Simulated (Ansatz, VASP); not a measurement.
## One calculation of C, two programs

File INCAR:

```
SYSTEM = C
ALGO     = Normal         ! electronic algorithm
EDIFF    = 1E-6           ! SCF threshold, eV
ENCUT    = 600            ! plane-wave cutoff, eV
GGA_COMPAT= .FALSE.      
ISIF     = 2              ! what is computed and relaxed
ISMEAR   = 0              ! smearing method
LASPH    = .TRUE.         ! aspherical terms in the spheres
LCHARG   = .FALSE.        ! write CHGCAR
LREAL    = .FALSE.        ! projectors in reciprocal space
LWAVE    = .FALSE.        ! write WAVECAR
NBANDS   = 11             ! bands
NELM     = 120            ! most SCF steps
PREC     = Accurate       ! precision mode
SIGMA    = 0.05           ! smearing width, eV
```

The input KPOINTS:

```
k-points
0
G
  12 12 12
  0 0 0
```

File POSCAR:

```
C
1.0
    1.2280263465      0.7090013417      3.2214979329
   -1.2280263465      0.7090013417      3.2214979329
    0.0000000000     -1.4180026834      3.2214979329
C
2
Direct
    0.1640000000      0.1640000000      0.1640000000
    0.8360000000      0.8360000000      0.8360000000
```

Input for Ansatz:

```yaml
crystal:
  lattice:
    - [1.2280263465, 0.7090013417, 3.2214979329]
    - [-1.2280263465, 0.7090013417, 3.2214979329]
    - [0.0, -1.4180026834, 3.2214979329]
  atoms:
    - { symbol: C, position: [0.164, 0.164, 0.164] }
    - { symbol: C, position: [0.836, 0.836, 0.836] }
basis:
  ecutwfc: 420
kpoints:
  mp_grid: { grid: [12, 12, 12] }
hamiltonian:
  xc: lda
scf:
  occupations: { method: gaussian, width: 0.05 }
output:
  forces: true
  stress: true
  eigenvalues: true
```

Change from the starting cell: strain -0.0375 x Voigt [0, 0, 1, 0, 0, 0], atoms carried along.

Alike in both runs: task single point; functional LDA; k mesh 12 × 12 × 12; occupations gaussian, width 0.05 eV; no spin polarisation.

|  | VASP | Ansatz |
| --- | --- | --- |
| version | VASP 6.6.1 | Ansatz 0.2.0 |
| potentials or method | VASP PAW LDA potentials, release 64 (C), cutoff 600 eV | scalar-relativistic, plane waves, PAW |
| valence electrons in the cell | 8 | 8 |

VASP gave:

| Item | Value |
| --- | --- |
| gap on the k mesh at the Fermi level (eV) | 0.95 |
| least direct gap on the mesh (eV) | 0.95 |
| pressure (GPa) | -3.6 |
| traceless stress, the component that is largest in VASP (GPa) | 3.58 |
| rms of the force components (eV/Å) | 0.485 |

Which values does Ansatz return?

gap on the k mesh at the Fermi level (eV): 0.94; least direct gap on the mesh (eV): 0.94; pressure (GPa): -3.9; traceless stress, the component that is largest in VASP (GPa): 4.30; rms of the force components (eV/Å): 0.488.

LDA's correlation is that of Perdew and Zunger in VASP and of Perdew and Wang (1992) in Ansatz. Atom by atom the forces differ by 0.003 eV/Å (rms over components).
